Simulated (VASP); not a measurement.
Input of a VASP 6.6.1 run:

The input INCAR:

```
PREC = Accurate
ENCUT = 520
EDIFF = 1E-7
ISMEAR = 0
SIGMA = 0.01
LREAL = False
LASPH = True
NELM = 80
ALGO = Normal
ISIF = 2
LWAVE = False
LCHARG = False
GGA = PE
NBANDS = 16
```

Contents of KPOINTS:

```
Automatic mesh
0
Gamma
  4 4 4
```

File POSCAR:

```
CdS
1.0
    0.0000000000      2.9392138866      2.9392138866
    2.9392138866      0.0000000000      2.9392138866
    2.9392138866      2.9392138866      0.0000000000
Cd S
1 1
Direct
    0.0000000000      0.0000000000      0.0000000000
    0.2500000000      0.2500000000      0.2500000000
```

Potentials or basis: VASP PAW PBE potentials, release 64 (Cd, S).

The run is started by

```bash
$ cat potpaw_PBE.64/Cd/POTCAR potpaw_PBE.64/S/POTCAR > POTCAR
$ mpirun -np 1 vasp_std > vasp.out
```

Problem. Estimate the band gap on the k mesh.

Solution. 1.09 eV, direct.

Problem. What does it give for the pressure?

Solution. 1.9 GPa.

Caveat: the k points lie up to 0.46 Å⁻¹ apart.
